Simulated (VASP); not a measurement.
Write the native input for VASP 6.6.1 that does the following.

```
Task                               : single point
Functional                         : PBEsol-based screened hybrid with 25 % exact exchange
Potentials or basis                : VASP PAW PBE potentials, release 64 (Cl, Li_sv)
Cutoff                             : 520 eV
k mesh                             : 5 × 5 × 5
Occupations                        : fermi-dirac, width 0.05 eV
Spin                               : no spin polarisation
Dipole correction                  : no
Grid for exact exchange (PRECFOCK) : Normal
Share of exact exchange            : 0.25
Further INCAR settings             : ALGO = Normal; EDIFF = 1e-06; NBANDS = 12
Screening parameter                : 0.207 1/Å
```

LiCl:

```
Cl Li
1.0
     0.00000    2.52551    2.52551
     2.52551    0.00000    2.52551
     2.52551    2.52551    0.00000
Cl Li
1 1
Cartesian
  2.5255 2.5255 2.5255
  0.0000 0.0000 0.0000
```

The input as run:

POSCAR

```
LiCl
1.0
    0.0000000000      2.5255052284      2.5255052284
    2.5255052284      0.0000000000      2.5255052284
    2.5255052284      2.5255052284      0.0000000000
Cl Li
1 1
Direct
    0.5000000000      0.5000000000      0.5000000000
    0.0000000000      0.0000000000      0.0000000000
```

INCAR.step1

```
ALGO = Normal ; EDIFF = 1E-5
ENCUT = 520 ; GGA = PE
ISIF = 2 ; ISMEAR = -1
LASPH = True ; LREAL = False
LWAVE = True ; NBANDS = 12
NELM = 100 ; PREC = Accurate
SIGMA = 0.05
```

INCAR.step2

```
AEXX = 0.25 ; ALGO = Normal
EDIFF = 1E-6 ; ENCUT = 520
GGA = PS ; HFSCREEN = 0.207
ISIF = 2 ; ISMEAR = -1
ISTART = 1 ; LASPH = True
LCHARG = True ; LELF = True
LHFCALC = True ; LREAL = False
LVHAR = True ; LWAVE = False
NBANDS = 12 ; NELM = 100
PREC = Accurate ; PRECFOCK = Normal
SIGMA = 0.05
```

KPOINTS

```
k-points
0
Gamma
  5 5 5
```

Potentials or basis: VASP PAW PBE potentials, release 64 (Cl, Li_sv).

Launch:

```bash
$ cat potpaw_PBE.64/Cl/POTCAR potpaw_PBE.64/Li_sv/POTCAR > POTCAR
$ cp INCAR.step1 INCAR
$ mpirun -np 1 vasp_std > vasp.out
$ cp INCAR.step2 INCAR
$ mpirun -np 1 vasp_std > vasp.out
```

It gave:

The band gap on the k mesh is 7.84 eV.

Caveat: the k points lie up to 0.43 Å⁻¹ apart; an odd mesh through Γ misses points on the zone boundary, where band edges can lie.

Wall time 3.1 min on 1 thread of Intel(R) Xeon(R) Platinum 8259CL CPU @ 2.50GHz (Skylake/Cascade Lake), on a shared host, peak memory 0.25 GiB.
